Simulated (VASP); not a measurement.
# Cs2AgBiBr6 (Fm-3m) in VASP: further runs

Cs2AgBiBr6 is run at these levels: LDA, PBEsol, PBE, r2SCAN; tasks: single point.

Program: VASP 6.6.1. These are calculated values, not measurements. Logs are shortened: lines on timing, memory, paths and dates and some standing lists are left out, and cuts for length are marked.

### 1 The cell of the first run

It takes space group Fm-3m (No. 225, cubic). Conventional cell: a = 10.999 Å, b = 10.999 Å, c = 10.999 Å, α = 90.00°, β = 90.00°, γ = 90.00°. Within 5.1 Å of Cs (site symmetry -43m) lie 12 Br at 3.89 Å and 4 Ag at 4.76 Å and 4 Bi at 4.76 Å. Within 3.5 Å of Ag (site symmetry m-3m) lie 6 Br at 2.69 Å. Bi (site symmetry m-3m) has 6 Br at 2.81 Å within 3.7 Å. Within 3.5 Å of Br (site symmetry 4mm) lie 1 Ag at 2.69 Å and 1 Bi at 2.81 Å.

### 2 Single point, LDA

The input, INCAR:

```
ALGO = Normal
EDIFF = 1E-6
ENCUT = 520
GGA = CA
ISIF = 2
ISMEAR = -1
LASPH = True
LCHARG = False
LREAL = False
LWAVE = False
NBANDS = 54
NELM = 100
PREC = Accurate
SIGMA = 0.02
```

The input, KPOINTS:

```
k-points
0
Gamma
  4 4 4
```

The input, POSCAR:

```
Cs2AgBiBr6
1.0
    0.0000000000      5.4996436822      5.4996436822
    5.4996436822      0.0000000000      5.4996436822
    5.4996436822      5.4996436822      0.0000000000
Cs Ag Bi Br
2 1 1 6
Direct
    0.2500000000      0.2500000000      0.2500000000
    0.7500000000      0.7500000000      0.7500000000
    0.5000000000      0.5000000000      0.5000000000
    0.0000000000      0.0000000000      0.0000000000
    0.2555061764      0.7444938236      0.2555061764
    0.2555061764      0.7444938236      0.7444938236
    0.7444938236      0.2555061764      0.7444938236
    0.7444938236      0.2555061764      0.2555061764
    0.2555061764      0.2555061764      0.7444938236
    0.7444938236      0.7444938236      0.2555061764
```

Potentials or basis: VASP PAW LDA potentials, release 64 (Cs_sv, Ag, Bi_d, Br).

Launch:

```console
$ cat potpaw_LDA.64/Cs_sv/POTCAR potpaw_LDA.64/Ag/POTCAR potpaw_LDA.64/Bi_d/POTCAR potpaw_LDA.64/Br/POTCAR > POTCAR
$ mpirun -np 1 vasp_std > vasp.out
```

OUTCAR:

```text
EDIFF = 1E-6
   ENCUT = 520
   GGA = CA
   ISIF = 2
   ISMEAR = -1
   LASPH = True
   LREAL = False
   NELM = 100
   PREC = Accurate

 ion  position               nearest neighbor table
   1  0.250  0.250  0.250-
   2  0.750  0.750  0.750-
   3  0.500  0.500  0.500-   5 2.69   6 2.69   7 2.69   8 2.69   9 2.69  10 2.69
   4  0.000  0.000  0.000-   5 2.81   6 2.81   7 2.81   8 2.81   9 2.81  10 2.81
   5  0.256  0.744  0.256-   3 2.69   4 2.81
   6  0.256  0.744  0.744-   3 2.69   4 2.81
   7  0.744  0.256  0.744-   3 2.69   4 2.81
   8  0.744  0.256  0.256-   3 2.69   4 2.81
   9  0.256  0.256  0.744-   3 2.69   4 2.81
  10  0.744  0.744  0.256-   3 2.69   4 2.81

  LATTYP: Found a face centered cubic cell.
 ALAT       =    10.9992873644

  Lattice vectors:

 A1 = (   0.0000000000,   5.4996436822,   5.4996436822)
 A2 = (   5.4996436822,   0.0000000000,   5.4996436822)
 A3 = (   5.4996436822,   5.4996436822,   0.0000000000)

Analysis of symmetry for initial positions (statically):
=====================================================================
 Subroutine PRICEL returns:
 Original cell was already a primitive cell.

 Routine SETGRP: Setting up the symmetry group for a
 face centered cubic supercell.

 Subroutine GETGRP returns: Found 48 space group operations
 (whereof 48 operations were pure point group operations)
 out of a pool of 48 trial point group operations.

The static configuration has the point symmetry O_h .

Analysis of symmetry for dynamics (positions and initial velocities):
=====================================================================
 Subroutine PRICEL returns:
 Original cell was already a primitive cell.

 Routine SETGRP: Setting up the symmetry group for a
 face centered cubic supercell.

 Subroutine GETGRP returns: Found 48 space group operations
 (whereof 48 operations were pure point group operations)
 out of a pool of 48 trial point group operations.

The dynamic configuration has the point symmetry O_h .

 Subroutine INISYM returns: Found 48 space group operations
 (whereof 48 operations are pure point group operations),
 and found     1 'primitive' translations

----------------------------------------------------------------------------------------

                                     Primitive cell

  volume of cell :     332.6853

  direct lattice vectors                    reciprocal lattice vectors
     0.000000000  5.499643682  5.499643682    -0.090914981  0.090914981  0.090914981
     5.499643682  0.000000000  5.499643682     0.090914981 -0.090914981  0.090914981
     5.499643682  5.499643682  0.000000000     0.090914981  0.090914981 -0.090914981

  length of vectors
     7.777670684  7.777670684  7.777670684     0.157469366  0.157469366  0.157469366

  position of ions in fractional coordinates (direct lattice)
     0.250000000  0.250000000  0.250000000
     0.750000000  0.750000000  0.750000000
     0.500000000  0.500000000  0.500000000
     0.000000000  0.000000000  0.000000000
     0.255506176  0.744493824  0.255506176
     0.255506176  0.744493824  0.744493824
     0.744493824  0.255506176  0.744493824
     0.744493824  0.255506176  0.255506176
     0.255506176  0.255506176  0.744493824
     0.744493824  0.744493824  0.255506176

  ion indices of the primitive-cell ions
   primitive index   ion index
                 1           1
                 2           2
                 3           3
                 4           4
                 5           5
                 6           6
                 7           7
                 8           8
                 9           9
                10          10

----------------------------------------------------------------------------------------

 KPOINTS: k-points

Automatic generation of k-mesh.
 Grid dimensions read from file:
 generate k-points for:    4    4    4

 Generating k-lattice:

  Cartesian coordinates                     Fractional coordinates (reciprocal lattice)
    -0.022728745  0.022728745  0.022728745     0.250000000  0.000000000  0.000000000
[... 46 lines left out ...]
   IVDW    =     0    specifies the selected vdW correction
   LEPSILON=     F    determine dielectric tensor
   LRPA    =     F    only Hartree local field effects (RPA)
 non-spin polarized calculation
  energy-cutoff  :      520.00
  volume of cell :      332.69
 maximum number of plane-waves:      9028
 NGX is ok and might be reduce to    60
   NGX = 29   NGY = 29   NGZ = 29

 number of electron      86.0000003 magnetization

 Free energy of the ion-electron system (eV)
  ---------------------------------------------------
  ext. energy  EPLUGINS =         0.00000000
  ---------------------------------------------------
  free energy    TOTEN  =       -34.33147118 eV

  energy without entropy =      -34.33147118  energy(sigma->0) =      -34.33147118

 E-fermi :   2.4262     XC(G=0):  -8.8422

 val. band max:        1.9820079300   @ k =   0.5000   0.5000   0.0000
 cond. band min:       2.9299747686   @ k =   0.5000   0.0000   0.0000
 fundamental gap:      0.9479668387
 Fermi energy:         2.4262418276

 k-point     1 :       0.0000    0.0000    0.0000
  band No.  band energies     occupation
      1     -21.2593      2.00000
      2     -21.2593      2.00000
      3     -21.2067      2.00000
      4     -21.2067      2.00000
      5     -21.2067      2.00000
      6     -18.8845      2.00000
[... 46 lines left out ...]
     53       6.9043      0.00000
     54       7.2976      0.00000

 k-point     2 :       0.2500    0.0000    0.0000
  band No.  band energies     occupation
      1     -21.2593      2.00000
      2     -21.2593      2.00000
      3     -21.2067      2.00000
      4     -21.2067      2.00000
      5     -21.2067      2.00000
      6     -18.8826      2.00000
[... 46 lines left out ...]
     53       7.2598      0.00000
     54       7.3898      0.00000
[... 283 lines left out ...]
     53       7.8800      0.00000
     54       8.3188      0.00000

 k-point     8 :      -0.2500    0.5000    0.2500
  band No.  band energies     occupation
      1     -21.2593      2.00000
      2     -21.2593      2.00000
      3     -21.2067      2.00000
      4     -21.2067      2.00000
      5     -21.2067      2.00000
      6     -18.8784      2.00000
[... 46 lines left out ...]
     53       7.6144      0.00000
     54       7.9888      0.00000

------------------------ aborting loop because EDIFF is reached ----------------------------------------

  FORCE on cell =-STRESS in cart. coord.  units (eV):
  Direction    XX          YY          ZZ          XY          YZ          ZX
  --------------------------------------------------------------------------------------
  -------------------------------------------------------------------------------------
  Total        0.0939255      0.0939255      0.0939255      0.0000000      0.0000000     -0.0000000
  in kB        0.4523355      0.4523355      0.4523355      0.0000000      0.0000000     -0.0000000
  external PRESSURE =       0.4523355 kB  Pullay stress =       0.0000000 kB

 VOLUME and BASIS-vectors are now :
 -----------------------------------------------------------------------------
  energy-cutoff  :      520.00
  volume of cell :      332.69
      direct lattice vectors                 reciprocal lattice vectors
     0.000000000  5.499643682  5.499643682    -0.090914981  0.090914981  0.090914981
     5.499643682  0.000000000  5.499643682     0.090914981 -0.090914981  0.090914981
     5.499643682  5.499643682  0.000000000     0.090914981  0.090914981 -0.090914981

 POSITION                                       TOTAL-FORCE (eV/Angst)
 -----------------------------------------------------------------------------------
      2.74982      2.74982      2.74982        -0.000000      0.000000     -0.000000
      8.24947      8.24947      8.24947        -0.000000      0.000000     -0.000000
      5.49964      5.49964      5.49964        -0.000000      0.000000     -0.000000
      0.00000      0.00000      0.00000        -0.000000      0.000000     -0.000000
      5.49964      2.81039      5.49964        -0.000000     -0.000283     -0.000000
      8.18890      5.49964      5.49964         0.000283      0.000000     -0.000000
      5.49964      8.18890      5.49964        -0.000000      0.000283     -0.000000
      2.81039      5.49964      5.49964        -0.000283      0.000000     -0.000000
      5.49964      5.49964      2.81039        -0.000000      0.000000     -0.000283
      5.49964      5.49964      8.18890        -0.000000      0.000000      0.000283
 -----------------------------------------------------------------------------------
    total drift:                                0.000000      0.000000     -0.000000

  FREE ENERGIE OF THE ION-ELECTRON SYSTEM (eV)
  ---------------------------------------------------
  free  energy   TOTEN  =       -34.3314711786 eV

  energy  without entropy=      -34.3314711786  energy(sigma->0) =      -34.33147118
```

Wall time 1.7 min (1 thread of Intel Xeon 6975P-C (Granite Rapids), shared host); peak memory 0.45 GiB.

What came out:

```yaml
Free_energy: -34.3315 eV
Pressure: 0.0 GPa
Band_gap_on_the_k_mesh: 0.95 eV (least direct gap 2.28 eV)
```

Caveat: spin-orbit coupling is left out, which moves the levels of the heavy elements. LDA gaps usually lie below the measured ones, often by a third to a half.

### 3 Single point, PBEsol

This run uses another cell than the first one, of 35.01 Å³/atom.

The input, INCAR:

```
SYSTEM = Cs2AgBiBr6
PREC = Accurate ; ENCUT = 520
EDIFF = 1E-6 ; ISMEAR = -1
SIGMA = 0.02 ; LREAL = .False.
LASPH = .True. ; NELM = 100
ALGO = Normal ; ISIF = 2
LWAVE = .False. ; LCHARG = .False.
GGA = PS ; NBANDS = 54
```

The input, KPOINTS:

```
regular mesh
0
Gamma
  4 4 4
  0 0 0
```

The input, POSCAR:

```
Cs2AgBiBr6
1.0
    0.0000000000      5.5939057239      5.5939057239
    5.5939057239      0.0000000000      5.5939057239
    5.5939057239      5.5939057239      0.0000000000
Cs Ag Bi Br
2 1 1 6
Direct
    0.2500000000      0.2500000000      0.2500000000
    0.7500000000      0.7500000000      0.7500000000
    0.5000000000      0.5000000000      0.5000000000
    0.0000000000      0.0000000000      0.0000000000
    0.2539044118      0.7460955882      0.2539044118
    0.2539044118      0.7460955882      0.7460955882
    0.7460955882      0.2539044118      0.7460955882
    0.7460955882      0.2539044118      0.2539044118
    0.2539044118      0.2539044118      0.7460955882
    0.7460955882      0.7460955882      0.2539044118
```

Potentials or basis: VASP PAW PBE potentials, release 64 (Cs_sv, Ag, Bi_d, Br).

Launch:

```console
$ cat potpaw_PBE.64/Cs_sv/POTCAR potpaw_PBE.64/Ag/POTCAR potpaw_PBE.64/Bi_d/POTCAR potpaw_PBE.64/Br/POTCAR > POTCAR
$ mpirun -np 1 vasp_std > vasp.out
```

Run time: 2 min. Hardware: 1 thread of Intel Xeon 6975P-C (Granite Rapids), shared host; peak memory 0.59 GiB.

Results (log left out):

```
Free energy            : -31.8280 eV
Pressure               : 0.0 GPa
Largest force          : 0.007 eV/Å
Band gap on the k mesh : 1.10 eV (least direct gap 2.33 eV)
```

Forces on the atoms (eV/Å):
```
Cs   0.000  0.000  0.000
Cs   0.000  0.000  0.000
Ag   0.000  0.000  0.000
Bi   0.000  0.000  0.000
Br   0.000  0.007  0.000
Br  -0.007  0.000  0.000
Br   0.000 -0.007  0.000
Br   0.007  0.000  0.000
Br   0.000  0.000  0.007
Br   0.000  0.000 -0.007
```

Levels at points of the mesh, in eV from the valence-band top:
| k point | band 39 | band 40 | band 41 | band 42 | band 43 | band 44 | band 45 | band 46 | band 47 | band 48 |
| --- | --- | --- | --- | --- | --- | --- | --- | --- | --- | --- |
| (0.00, 0.00, 0.00) | -1.25 | -1.25 | -1.25 | -0.63 | -0.63 | 2.06 | 2.06 | 2.06 | 3.45 | 4.35 |
| (0.50, 0.00, 0.00) | -1.58 | -1.58 | -1.53 | -1.26 | -1.26 | 1.10 | 3.53 | 3.53 | 4.80 | 4.91 |
| (0.50, 0.50, 0.00) | -1.63 | -1.63 | -1.27 | -0.64 | 0.00 | 2.58 | 2.58 | 2.96 | 4.47 | 5.12 |

Caveat: the PAW data sets were made with another functional, which shifts forces and pressure a little; spin-orbit coupling is left out, which moves the levels of the heavy elements. Expect the measured gap to be larger: semilocal functionals such as PBEsol lack the derivative discontinuity.

### 4 Single point, PBE

This run uses another cell than the first one, of 37.86 Å³/atom.

The input, INCAR:

```
ALGO = Normal
EDIFF = 1E-6
ENCUT = 520
GGA = PE
ISIF = 2
ISMEAR = -1
LASPH = T
LCHARG = F
LREAL = F
LWAVE = F
NBANDS = 54
NELM = 100
PREC = Accurate
SIGMA = 0.02
```

The input, KPOINTS:

```
k-points
0
Gamma
  4 4 4
```

The input, POSCAR:

```
Cs2AgBiBr6
1.0
    0.0000000000      5.7417971948      5.7417971948
    5.7417971948      0.0000000000      5.7417971948
    5.7417971948      5.7417971948      0.0000000000
Cs Ag Bi Br
2 1 1 6
Direct
    0.2500000000      0.2500000000      0.2500000000
    0.7500000000      0.7500000000      0.7500000000
    0.5000000000      0.5000000000      0.5000000000
    0.0000000000      0.0000000000      0.0000000000
    0.2512924156      0.7487075844      0.2512924156
    0.2512924156      0.7487075844      0.7487075844
    0.7487075844      0.2512924156      0.7487075844
    0.7487075844      0.2512924156      0.2512924156
    0.2512924156      0.2512924156      0.7487075844
    0.7487075844      0.7487075844      0.2512924156
```

Launch:

```console
$ cat potpaw_PBE.64/Cs_sv/POTCAR potpaw_PBE.64/Ag/POTCAR potpaw_PBE.64/Bi_d/POTCAR potpaw_PBE.64/Br/POTCAR > POTCAR
$ mpirun -np 1 vasp_std > vasp.out
```

Run time: 2.2 min. Hardware: 1 thread of Intel Xeon 6975P-C (Granite Rapids), shared host; peak memory 0.57 GiB.

The run converged. Its results:

| Item | Value |
| --- | --- |
| Free energy | -29.6164 eV |
| Pressure | 0.0 GPa |
| Largest force | 0.004 eV/Å |
| Band gap on the k mesh | 1.33 eV (least direct gap 2.38 eV) |

Forces in eV/Å, atoms in the order of the input:
```
Cs   0.000  0.000  0.000
Cs   0.000  0.000  0.000
Ag   0.000  0.000  0.000
Bi   0.000  0.000  0.000
Br   0.000  0.004  0.000
Br  -0.004  0.000  0.000
Br   0.000 -0.004  0.000
Br   0.004  0.000  0.000
Br   0.000  0.000  0.004
Br   0.000  0.000 -0.004
```

Levels at points of the mesh, in eV from the valence-band top:
```
           k point  band 39  band 40  band 41  band 42  band 43  band 44  band 45  band 46  band 47  band 48
(0.00, 0.00, 0.00)    -0.98    -0.98    -0.98    -0.56    -0.56     2.34     2.34     2.34     3.71     4.82
(0.50, 0.00, 0.00)    -1.26    -1.25    -1.25    -1.05    -1.05     1.33     3.54     3.54     5.05     5.22
(0.50, 0.50, 0.00)    -1.32    -1.32    -0.99    -0.56     0.00     2.77     2.77     3.08     4.28     5.35
```

Caveat: spin-orbit coupling is left out, which moves the levels of the heavy elements.

### 5 Single point, r2SCAN

This run uses another cell than the first one, of 36.46 Å³/atom.

The input, POSCAR:

```
Cs2AgBiBr6
1.0
    0.0000000000      5.6704081912      5.6704081912
    5.6704081912      0.0000000000      5.6704081912
    5.6704081912      5.6704081912      0.0000000000
Cs Ag Bi Br
2 1 1 6
Direct
    0.2500000000      0.2500000000      0.2500000000
    0.7500000000      0.7500000000      0.7500000000
    0.5000000000      0.5000000000      0.5000000000
    0.0000000000      0.0000000000      0.0000000000
    0.2519010228      0.7480989772      0.2519010228
    0.2519010228      0.7480989772      0.7480989772
    0.7480989772      0.2519010228      0.7480989772
    0.7480989772      0.2519010228      0.2519010228
    0.2519010228      0.2519010228      0.7480989772
    0.7480989772      0.7480989772      0.2519010228
```

The input, INCAR.step1:

```
  PREC = Accurate
  ENCUT = 520
  ISMEAR = -1
  SIGMA = 0.02
  LREAL = False
  LASPH = True
  NELM = 60
  NBANDS = 54
  GGA = PE
  ALGO = Normal
  EDIFF = 1E-4
  LWAVE = True
  LCHARG = False
```

The input, INCAR.step2:

```
  PREC = Accurate
  ENCUT = 520
  EDIFF = 1E-7
  ISMEAR = -1
  SIGMA = 0.02
  LREAL = False
  LASPH = True
  NELM = 60
  ALGO = Normal
  ISIF = 2
  LWAVE = False
  LCHARG = False
  METAGGA = R2SCAN
  LMIXTAU = True
  NBANDS = 54
  ISTART = 1
```

The input, KPOINTS:

```
regular mesh
0
Gamma
  4 4 4
```

Launch:

```console
$ cat potpaw_PBE.64/Cs_sv/POTCAR potpaw_PBE.64/Ag/POTCAR potpaw_PBE.64/Bi_d/POTCAR potpaw_PBE.64/Br/POTCAR > POTCAR
$ cp INCAR.step1 INCAR
$ mpirun -np 1 vasp_std > vasp.out
$ cp INCAR.step2 INCAR
$ mpirun -np 1 vasp_std > vasp.out
```

Wall time 7.8 min (1 thread of Intel Xeon 6975P-C (Granite Rapids), shared host); peak memory 0.65 GiB.

It converged, with:

* Free energy: -222.5261 eV
* Pressure: 0.0 GPa
* Largest force: 0.004 eV/Å
* Band gap on the k mesh: 1.65 eV (least direct gap 2.79 eV)

Forces on the atoms (eV/Å):
```
Cs   0.000  0.000  0.000
Cs   0.000  0.000  0.000
Ag   0.000  0.000  0.000
Bi   0.000  0.000  0.000
Br   0.000  0.004  0.000
Br  -0.004  0.000  0.000
Br   0.000 -0.004  0.000
Br   0.004  0.000  0.000
Br   0.000  0.000  0.004
Br   0.000  0.000 -0.004
```

Levels at points of the mesh, in eV from the valence-band top:
```tsv
k point	band 41	band 42	band 43	band 44	band 45	band 46
(0.00, 0.00, 0.00)	-1.25	-0.65	-0.65	2.63	2.63	2.63
(0.50, 0.00, 0.00)	-1.40	-1.24	-1.24	1.65	3.89	3.89
(0.50, 0.50, 0.00)	-1.27	-0.65	0.00	3.08	3.08	3.41
```

Caveat: the PAW data sets were made with another functional, which shifts forces and pressure a little; spin-orbit coupling is left out, which moves the levels of the heavy elements. A k mesh can miss the band edges.

### 6 Overview

```csv
level,potentials or basis,cell,gap on the mesh (eV),pressure (GPa)
LDA,"VASP PAW LDA potentials, release 64 (Cs_sv, Ag, Bi_d, Br)","a = 7.778 Å, angles 60.0°, 10 atoms, atomic positions A",0.95,0.0
PBEsol,"VASP PAW PBE potentials, release 64 (Cs_sv, Ag, Bi_d, Br)","a = 7.911 Å, angles 60.0°, 10 atoms, atomic positions B",1.10,0.0
PBE,"VASP PAW PBE potentials, release 64 (Cs_sv, Ag, Bi_d, Br)","a = 8.120 Å, angles 60.0°, 10 atoms, atomic positions C",1.33,0.0
r2SCAN,"VASP PAW PBE potentials, release 64 (Cs_sv, Ag, Bi_d, Br)","a = 8.019 Å, angles 60.0°, 10 atoms, atomic positions D",1.65,0.0
```

Alike in all rows: task single point; no spin polarisation; k mesh 4 × 4 × 4; cutoff (eV) 520; smearing fermi-dirac 0.02 eV.

Caveats: spin-orbit coupling is left out, which moves the levels of the heavy elements; the PAW data sets were made with another functional, which shifts forces and pressure a little (at least some runs).

Total energies depend on the potentials used, so only differences within one code and one set of settings carry meaning.
